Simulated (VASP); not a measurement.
# MgPbS3 (Pm-3m) in VASP: single point with r2SCAN+rVV10

Aim: the single point of MgPbS3 with r2SCAN+rVV10.

All numbers are computed with VASP 6.6.1; they aren't measurements. Logs are shortened: lines on timing, memory, paths and dates and some standing lists are left out, and cuts for length are marked.

## 1. The cell of the first run

It takes space group Pm-3m (No. 221, cubic). Conventional cell: a = 5.088 Å, b = 5.088 Å, c = 5.088 Å, α = 90.00°, β = 90.00°, γ = 90.00°. Within 4.7 Å of Mg (site symmetry m-3m) lie 12 S at 3.60 Å and 8 Pb at 4.41 Å. Within 3.4 Å of Pb (site symmetry m-3m) lie 6 S at 2.54 Å. S (site symmetry 4/mmm) has 2 Pb at 2.54 Å within 3.4 Å.

## 2. Single point, r2SCAN+rVV10

Input file POSCAR:

```
MgPbS3
1.0
    5.0877575810      0.0000000000      0.0000000000
    0.0000000000      5.0877575810      0.0000000000
    0.0000000000      0.0000000000      5.0877575810
Mg Pb S
1 1 3
Direct
    0.0000000000      0.0000000000      0.0000000000
    0.5000000000      0.5000000000      0.5000000000
    0.5000000000      0.5000000000      0.0000000000
    0.5000000000      0.0000000000      0.5000000000
    0.0000000000      0.5000000000      0.5000000000
```

Input file INCAR.step1:

```
PREC = Accurate ; ENCUT = 520
ISMEAR = -1 ; SIGMA = 0.03
LREAL = False ; LASPH = True
NELM = 80 ; NBANDS = 25
GGA = PE ; ALGO = Normal
EDIFF = 1E-4 ; LWAVE = True
LCHARG = False
```

Input file INCAR.step2:

```
PREC = Accurate ; ENCUT = 520
EDIFF = 1E-7 ; ISMEAR = -1
SIGMA = 0.03 ; LREAL = False
LASPH = True ; NELM = 80
ALGO = Normal ; ISIF = 2
LWAVE = False ; LCHARG = False
METAGGA = R2SCAN ; LMIXTAU = True
LUSE_VDW = True ; IVDW_NL = 2
BPARAM = 11.95 ; CPARAM = 0.0093
NBANDS = 25 ; ISTART = 1
```

Input file KPOINTS:

```
regular mesh
0
Gamma
  6 6 6
```

Potentials or basis: VASP PAW PBE potentials, release 64 (Mg, Pb_d, S).

Launch:

```bash
$ cat potpaw_PBE.64/Mg/POTCAR potpaw_PBE.64/Pb_d/POTCAR potpaw_PBE.64/S/POTCAR > POTCAR
$ cp INCAR.step1 INCAR
$ mpirun -np 1 vasp_std > vasp.out
$ cp INCAR.step2 INCAR
$ mpirun -np 1 vasp_std > vasp.out
```

OUTCAR:

```text
PREC = Accurate
   ENCUT = 520
   EDIFF = 1E-7
   ISMEAR = -1
   LREAL = False
   LASPH = True
   NELM = 80
   ISIF = 2
   METAGGA = R2SCAN
   IVDW_NL = 2
   BPARAM = 11.95
   ISTART = 1

 ion  position               nearest neighbor table
   1  0.000  0.000  0.000-
   2  0.500  0.500  0.500-   3 2.54   4 2.54   5 2.54   3 2.54   4 2.54   5 2.54
   3  0.500  0.500  0.000-   2 2.54   2 2.54
   4  0.500  0.000  0.500-   2 2.54   2 2.54
   5  0.000  0.500  0.500-   2 2.54   2 2.54

  LATTYP: Found a simple cubic cell.
 ALAT       =     5.0877575810

  Lattice vectors:

 A1 = (   5.0877575810,   0.0000000000,   0.0000000000)
 A2 = (   0.0000000000,   5.0877575810,   0.0000000000)
 A3 = (   0.0000000000,   0.0000000000,   5.0877575810)

Analysis of symmetry for initial positions (statically):
=====================================================================
 Subroutine PRICEL returns:
 Original cell was already a primitive cell.

 Routine SETGRP: Setting up the symmetry group for a
 simple cubic supercell.

 Subroutine GETGRP returns: Found 48 space group operations
 (whereof 48 operations were pure point group operations)
 out of a pool of 48 trial point group operations.

The static configuration has the point symmetry O_h .

Analysis of symmetry for dynamics (positions and initial velocities):
=====================================================================
 Subroutine PRICEL returns:
 Original cell was already a primitive cell.

 Routine SETGRP: Setting up the symmetry group for a
 simple cubic supercell.

 Subroutine GETGRP returns: Found 48 space group operations
 (whereof 48 operations were pure point group operations)
 out of a pool of 48 trial point group operations.

The dynamic configuration has the point symmetry O_h .

 Subroutine INISYM returns: Found 48 space group operations
 (whereof 48 operations are pure point group operations),
 and found     1 'primitive' translations

----------------------------------------------------------------------------------------

                                     Primitive cell

  volume of cell :     131.6980

  direct lattice vectors                    reciprocal lattice vectors
     5.087757581  0.000000000  0.000000000     0.196550245  0.000000000  0.000000000
     0.000000000  5.087757581  0.000000000     0.000000000  0.196550245  0.000000000
     0.000000000  0.000000000  5.087757581     0.000000000  0.000000000  0.196550245

  length of vectors
     5.087757581  5.087757581  5.087757581     0.196550245  0.196550245  0.196550245

  position of ions in fractional coordinates (direct lattice)
     0.000000000  0.000000000  0.000000000
     0.500000000  0.500000000  0.500000000
     0.500000000  0.500000000  0.000000000
     0.500000000  0.000000000  0.500000000
     0.000000000  0.500000000  0.500000000

  ion indices of the primitive-cell ions
   primitive index   ion index
                 1           1
                 2           2
                 3           3
                 4           4
                 5           5

----------------------------------------------------------------------------------------

 KPOINTS: regular mesh

Automatic generation of k-mesh.
 Grid dimensions read from file:
 generate k-points for:    6    6    6

 Generating k-lattice:

  Cartesian coordinates                     Fractional coordinates (reciprocal lattice)
     0.032758374  0.000000000  0.000000000     0.166666667  0.000000000  0.000000000
     0.000000000  0.032758374  0.000000000     0.000000000  0.166666667  0.000000000
     0.000000000  0.000000000  0.032758374     0.000000000  0.000000000  0.166666667

  Length of vectors
     0.032758374  0.032758374  0.032758374

  Shift w.r.t. Gamma in fractional coordinates (k-lattice)
     0.000000000  0.000000000  0.000000000

 Subroutine IBZKPT returns following result:
 ===========================================

 Found     20 irreducible k-points:

 Following reciprocal coordinates:
            Coordinates               Weight
  0.000000  0.000000  0.000000      1.000000
  0.166667  0.000000  0.000000      6.000000
  0.333333  0.000000  0.000000      6.000000
  0.500000  0.000000  0.000000      3.000000
  0.166667  0.166667  0.000000     12.000000
  0.333333  0.166667  0.000000     24.000000
[... 12 lines left out ...]
  0.500000  0.500000  0.333333      6.000000
  0.500000  0.500000  0.500000      1.000000
   k-points           NKPTS =     20   k-points in BZ     NKDIM =     20   number of bands    NBANDS=     25
   number of dos      NEDOS =    301   number of ions     NIONS =      5
   total plane-waves  NPLWV =  64000
   dimension x,y,z NGX =    40 NGY =   40 NGZ =   40
   dimension x,y,z NGXF=    80 NGYF=   80 NGZF=   80
   ions per type =               1   1   3
   NGX,Y,Z   is equivalent  to a cutoff of  13.07, 13.07, 13.07 a.u.
   NGXF,Y,Z  is equivalent  to a cutoff of  26.14, 26.14, 26.14 a.u.
 SYSTEM =  unknown system
   PREC   = accura    normal or accurate (medium, high low for compatibility)
   ISTART =      1    job   : 0-new  1-cont  2-samecut
   ICHARG =      0    charge: 1-file 2-atom 10-const
   ISPIN  =      1    spin polarized calculation?
   LNONCOLLINEAR =      F non collinear calculations
   LSORBIT =      F    spin-orbit coupling
   LASPH  =      T    aspherical Exc in radial PAW
   ENCUT  =  520.0 eV  38.22 Ry    6.18 a.u.   9.46  9.46  9.46*2*pi/ulx,y,z
   NELM   =     80;   NELMIN=  2; NELMDL=  0     # of ELM steps
   EDIFF  = 0.1E-06   stopping-criterion for ELM
   LREAL  =      F    real-space projection
   EDIFFG = 0.1E-05   stopping-criterion for IOM
   NSW    =      0    number of steps for IOM
   IBRION =     -1    ionic relax: 0-MD 1-quasi-New 2-CG
   NFREE  =      0    steps in history (QN), initial steepest desc. (CG)
   ISIF   =      2    stress and relaxation
   ISYM   =      2    0-nonsym 1-usesym 2-fastsym
   POTIM  = 0.5000    time-step for ionic-motion
   TEBEG  =    0.0;   TEEND  =   0.0 temperature during run
   PSTRESS=    0.0 pullay stress
   NELECT =      34.0000    total number of electrons
   NUPDOWN=      -1.0000    fix difference up-down
   EMIN   =  10.00;   EMAX   =-10.00  energy-range for DOS
   EFERMI =   0.00;   METHOD = LEGACY
   ISMEAR =    -1;   SIGMA  =   0.03  broadening in eV -4-tet -1-fermi 0-gaus
   EFERMI_NEDOS =   21; number of points for ismear=-14 and -15
   IALGO  =     38    algorithm
   IMIX   =      4    mixing-type and parameters
     AMIX     =   0.40;   BMIX     =  1.00
     AMIX_MAG =   1.60;   BMIX_MAG =  1.00
  volume/ion in A,a.u.               =      26.34       177.75
  Fermi-wavevector in a.u.,A,eV,Ry     =   1.042417  1.969882 14.784536  1.086633
  Thomas-Fermi vector in A             =   2.177081
   LORBIT       =      0    0 simple, 1 ext, 2 COOP (PROOUT), +10 PAW based schemes
   METAGGA = R2SCAN    functional components
   LHFCALC =     F    Hartree Fock is set to
   AEXX    =    0.0000 exact exchange contribution
   IVDW_NL    =     2    kernel type
   BPARAM     =11.9500
   IVDW    =     0    specifies the selected vdW correction
   LEPSILON=     F    determine dielectric tensor
   LRPA    =     F    only Hartree local field effects (RPA)
 non-spin polarized calculation
  energy-cutoff  :      520.00
  volume of cell :      131.70
 maximum number of plane-waves:      3596
 NGX is ok and might be reduce to    40
   NGX = 19   NGY = 19   NGZ = 19

 number of electron      33.9999997 magnetization

 Free energy of the ion-electron system (eV)
  ---------------------------------------------------
  ext. energy  EPLUGINS =         0.00000000
  ---------------------------------------------------
  free energy    TOTEN  =       -82.43581383 eV

  energy without entropy =      -82.41879001  energy(sigma->0) =      -82.42730192

 E-fermi :   2.8901     XC(G=0):  -9.1720

 val. band max:        2.8825397411   @ k =   0.5000   0.3333   0.1667
 cond. band min:       2.9680272237   @ k =   0.5000   0.3333   0.3333
 fundamental gap:      0.0854874826
 Fermi energy:         2.8900998432

 k-point     1 :       0.0000    0.0000    0.0000
  band No.  band energies     occupation
      1     -14.6012      2.00000
      2     -14.6012      2.00000
      3     -14.1169      2.00000
      4     -14.1169      2.00000
      5     -14.1169      2.00000
      6     -11.2243      2.00000
[... 17 lines left out ...]
     24       9.5396      0.00000
     25       9.6280      0.00000

 k-point     2 :       0.1667    0.0000    0.0000
  band No.  band energies     occupation
      1     -14.6010      2.00000
      2     -14.5724      2.00000
      3     -14.1183      2.00000
      4     -14.1183      2.00000
      5     -14.1169      2.00000
      6     -11.1218      2.00000
[... 17 lines left out ...]
     24       9.6792      0.00000
     25      10.0686      0.00000

 k-point     3 :       0.3333    0.0000    0.0000
  band No.  band energies     occupation
      1     -14.6007      2.00000
      2     -14.5141      2.00000
      3     -14.1212      2.00000
      4     -14.1212      2.00000
      5     -14.1168      2.00000
      6     -10.8339      2.00000
[... 17 lines left out ...]
     24      10.2331      0.00000
     25      10.3903      0.00000

 k-point     4 :       0.5000    0.0000    0.0000
  band No.  band energies     occupation
      1     -14.6005      2.00000
      2     -14.4847      2.00000
      3     -14.1226      2.00000
      4     -14.1226      2.00000
      5     -14.1167      2.00000
      6     -10.5887      2.00000
[... 17 lines left out ...]
     24      10.5317      0.00000
     25      11.1510      0.00000
[... 365 lines left out ...]
 k-point    18 :       0.5000    0.3333    0.3333
  band No.  band energies     occupation
      1     -14.4611      2.00000
      2     -14.4274      2.00000
      3     -14.1271      2.00000
      4     -14.1270      2.00000
      5     -14.1255      2.00000
      6      -9.8133      2.00000
[... 17 lines left out ...]
     24       9.2699      0.00000
     25       9.4666      0.00000

 k-point    19 :       0.5000    0.5000    0.3333
  band No.  band energies     occupation
      1     -14.4445      2.00000
      2     -14.4094      2.00000
      3     -14.1285      2.00000
      4     -14.1269      2.00000
      5     -14.1269      2.00000
      6      -9.4843      2.00000
[... 17 lines left out ...]
     24       8.9503      0.00000
     25       9.0238      0.00000

 k-point    20 :       0.5000    0.5000    0.5000
  band No.  band energies     occupation
      1     -14.4094      2.00000
      2     -14.4094      2.00000
      3     -14.1285      2.00000
      4     -14.1285      2.00000
      5     -14.1285      2.00000
      6      -9.3279      2.00000
[... 17 lines left out ...]
     24       9.5410      0.00000
     25       9.5410      0.00000

------------------------ aborting loop because EDIFF is reached ----------------------------------------

  FORCE on cell =-STRESS in cart. coord.  units (eV):
  Direction    XX          YY          ZZ          XY          YZ          ZX
  --------------------------------------------------------------------------------------
  -------------------------------------------------------------------------------------
  Total       -0.0950249     -0.0950249     -0.0950249      0.0000000      0.0000000      0.0000000
  in kB       -1.1560295     -1.1560295     -1.1560295      0.0000000      0.0000000      0.0000000
  external PRESSURE =      -1.1560295 kB  Pullay stress =       0.0000000 kB

 VOLUME and BASIS-vectors are now :
 -----------------------------------------------------------------------------
  energy-cutoff  :      520.00
  volume of cell :      131.70
      direct lattice vectors                 reciprocal lattice vectors
     5.087757581  0.000000000  0.000000000     0.196550245  0.000000000  0.000000000
     0.000000000  5.087757581  0.000000000     0.000000000  0.196550245  0.000000000
     0.000000000  0.000000000  5.087757581     0.000000000  0.000000000  0.196550245

 POSITION                                       TOTAL-FORCE (eV/Angst)
 -----------------------------------------------------------------------------------
      0.00000      0.00000      0.00000         0.000000      0.000000      0.000000
      2.54388      2.54388      2.54388         0.000000      0.000000      0.000000
      2.54388      2.54388      0.00000         0.000000      0.000000      0.000000
      2.54388      0.00000      2.54388         0.000000      0.000000      0.000000
      0.00000      2.54388      2.54388         0.000000      0.000000      0.000000
 -----------------------------------------------------------------------------------
    total drift:                               -0.000000      0.000000     -0.000000

  FREE ENERGIE OF THE ION-ELECTRON SYSTEM (eV)
  ---------------------------------------------------
  free  energy   TOTEN  =       -82.4358138264 eV

  energy  without entropy=      -82.4187900058  energy(sigma->0) =      -82.42730192
```

Run time: 5.7 min. Hardware: 1 thread of Intel Xeon Platinum 8259CL at 2.50GHz (Skylake/Cascade Lake), shared host; peak memory 0.53 GiB.

What came out:

- Free energy: -82.4358 eV
- Pressure: -0.1 GPa
- Band gap on the k mesh: zero (bands 17 and 18 overlap by 1.13 eV)

Caveat: the PAW data sets were made with another functional, which shifts forces and pressure a little; spin-orbit coupling is left out, which moves the levels of the heavy elements.
